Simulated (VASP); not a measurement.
Here is a VASP 6.6.1 calculation.

Contents of INCAR:

```
ALGO     = Normal         # electronic algorithm
EDIFF    = 1E-7           # SCF threshold, eV
ENCUT    = 520            # plane-wave cutoff, eV
GGA      = PE             # functional
ISIF     = 2              # what is computed and relaxed
ISMEAR   = 0              # smearing method
ISPIN    = 2              # spin polarisation
LASPH    = True           # aspherical terms in the spheres
LCHARG   = False          # write CHGCAR
LMAXMIX  = 4              # l up to which the mixer works
LORBIT   = 11             # projections on sites
LREAL    = False          # projectors in reciprocal space
LWAVE    = False          # write WAVECAR
MAGMOM   = 0 3 3          # initial moments
NBANDS   = 22             # bands
NELM     = 150            # most SCF steps
PREC     = Accurate       # precision mode
SIGMA    = 0.1            # smearing width, eV
```

KPOINTS

```
k-points
0
Gamma
  6 6 6
```

POSCAR

```
AlCo2
1.0
    3.6731128500      0.0000000000      0.0000000000
   -1.8365564200      3.1810090400      0.0000000000
    0.0000000000      0.0000000000      3.1135231600
Al Co
1 2
Direct
    0.0000000000      0.0000000000      0.0000000000
    0.3333333300      0.6666666700      0.5000000000
    0.6666666700      0.3333333300      0.5000000000
```

Potentials or basis: VASP PAW PBE potentials, release 64 (Al, Co).

Command:

```console
$ cat potpaw_PBE.64/Al/POTCAR potpaw_PBE.64/Co/POTCAR > POTCAR
$ mpirun -np 1 vasp_std > vasp.out
```

Problem. Estimate the site moments.

Solution. Al -0.03; Co +0.77 μB.

Problem. Estimate the net moment.

Solution. 1.46 μB per cell.

Problem. Predict the pressure.

Solution. 9.7 GPa.

Stress tensor (GPa, compression positive):
```
19.17  0.00  0.00
 0.00 19.17  0.00
 0.00  0.00 -9.35
```
